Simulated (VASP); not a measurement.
**Cl: relaxation of shape and atoms at fixed volume with PBE**

The system is Cl.

```
Cl
1.0
     3.39568    0.00000    0.00000
    -1.69784    2.94075    0.00000
     0.00000    0.00000    2.00112
Cl
1
Cartesian
  0.0000 0.0000 0.0000
```

| Property | Result |
| --- | --- |
| Program | VASP 6.6.1 |
| Task | relaxation of shape and atoms at fixed volume |
| Functional | PBE |
| Potentials or basis | VASP PAW PBE potentials, release 64 (Cl) |
| Cutoff | 600 eV |
| k mesh | 14 × 14 × 13 |
| Occupations | fermi-dirac, width 0.1 eV |
| Spin | no spin polarisation |
| Dipole correction | no |
| Further INCAR settings | ALGO = Normal; EDIFF = 1e-07; IBRION = 2; EDIFFG = -0.005; NSW = 50; ISIF = 4 |

* Energy gained by relaxing: 503.1 meV/atom
* Ionic steps: 19
* Pressure after relaxing: 9.1 GPa
* Band gap on the k mesh: zero (an odd number of electrons rules out a gap without spin polarisation)

The path:
```csv
step,energy change (eV),largest force (eV/Å),pressure (GPa),volume (Å³)
1,0.0000,0.0000,28.99,19.98
2,-0.1202,0.0000,4.73,19.98
3,-0.5028,0.0000,8.83,19.98
4,-0.5031,0.0000,9.05,19.98
5,-0.5030,0.0000,9.29,19.98
6,-0.5030,0.0000,9.27,19.98
7,-0.5030,0.0000,9.27,19.98
8,-0.5030,0.0000,9.27,19.98
9,-0.5030,0.0000,9.27,19.98
10,-0.5030,0.0000,9.27,19.98
11,-0.5030,0.0000,9.27,19.98
12,-0.5030,0.0000,9.26,19.98
13,-0.5030,0.0000,9.26,19.98
14,-0.5030,0.0000,9.26,19.98
15,-0.5030,0.0000,9.24,19.98
16,-0.5030,0.0000,9.22,19.98
17,-0.5031,0.0000,9.16,19.98
18,-0.5031,0.0000,9.05,19.98
19,-0.5031,0.0000,9.10,19.98
```

Final structure:
```
Cl
1.0
     3.20182    0.00000    0.00000
    -1.60091    2.77286    0.00000
     0.00000    0.00000    2.25078
Cl
1
Direct
  0.00000 0.00000 0.00000
```

Levels at points of the mesh, in eV from the Fermi level:
```tsv
k point	band 1	band 2	band 3	band 4	band 5	band 6
(0.00, 0.00, 0.00)	-17.45	-1.86	-1.86	4.53	6.50	11.73
(0.50, 0.00, 0.00)	-16.60	-5.68	-2.71	4.82	7.18	14.32
```

It took 2 min on 1 thread of Intel(R) Xeon(R) 6975P-C (Granite Rapids) (shared host), peak memory 0.14 GiB.

Caveat: an odd number of electrons without spin polarisation forces a metal; a magnetic or distorted state may lie lower.
